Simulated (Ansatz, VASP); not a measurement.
# CdSe in VASP and in Ansatz

The input INCAR:

```
SYSTEM = CdSe
PREC = Accurate
ENCUT = 520
EDIFF = 1E-6
ISMEAR = 0
SIGMA = 0.01
LREAL = .FALSE.
LASPH = .TRUE.
NELM = 80
ALGO = Normal
ISIF = 2
LWAVE = .FALSE.
LCHARG = .FALSE.
GGA = PS
NBANDS = 26
```

KPOINTS

```
Automatic mesh
0
G
  15 15 8
  0 0 0
```

POSCAR

```
CdSe
1.0
    4.3020798272      0.0000000000      0.0000000000
   -2.1510399136      3.7257104194      0.0000000000
    0.0000000000      0.0000000000      7.0217824360
Cd Se
2 2
Direct
    0.3333333333      0.6666666667     -0.0371433654
    0.6666666667      0.3333333333      0.4628566346
    0.3333333333      0.6666666667      0.4131433654
    0.6666666667      0.3333333333      0.9131433654
```

Input for Ansatz:

```yaml
crystal:
  lattice:
    - [4.3020798264, 0.0, 0.0]
    - [-2.1510399132, 3.7257104188, 0.0]
    - [0.0, 0.0, 7.021782437]
  atoms:
    - { symbol: Cd, position: [0.3333333333, 0.6666666667, -0.0371433654] }
    - { symbol: Cd, position: [0.6666666667, 0.3333333333, 0.4628566346] }
    - { symbol: Se, position: [0.3333333333, 0.6666666667, 0.4131433654] }
    - { symbol: Se, position: [0.6666666667, 0.3333333333, 0.9131433654] }
basis:
  ecutwfc: 420
  xc_grid: 2
kpoints:
  mp_grid: { grid: [15, 15, 8] }
hamiltonian:
  xc: pbesol
  pseudopotentials: { kind: paw, azcp: { folder: soft_1 } }
scf:
  occupations: { method: fixed }
output:
  forces: true
  stress: true
  eigenvalues: true
  polarization: {}
```

Change from the starting cell: polar distortion scaled by 0.40.

Alike in both runs: task single point; functional PBEsol; k mesh 15 × 15 × 8; no spin polarisation.

```csv
,VASP,Ansatz
version,VASP 6.6.1,Ansatz 0.2.0
potentials or method,"VASP PAW PBE potentials, release 64 (Cd, Se), cutoff 520 eV","scalar-relativistic, plane waves, PAW"
occupations,"gaussian, width 0.01 eV",fixed
valence electrons in the cell,36,72
```

|  | VASP | Ansatz | Ansatz less VASP |
| --- | --- | --- | --- |
| gap on the k mesh at the Fermi level (eV) | 0.83 | 0.83 | -0.007 |
| least direct gap on the mesh (eV) | 0.83 | 0.83 | -0.007 |
| pressure (GPa) | 3.1 | 2.6 | -0.41 |
| traceless stress, the component that is largest in VASP (GPa) | -5.63 | -5.33 | +0.300 |
| rms of the force components (eV/Å) | 0.385 | 0.373 | -0.0117 |

VASP's potentials were made for PBE, not for PBEsol, and Ansatz warns of the same on its side. Atom by atom the forces differ by 0.012 eV/Å (rms over components). VASP's potentials hold 36 valence electrons a cell and Ansatz's 72, so a difference there can come from the potentials and not from the codes.
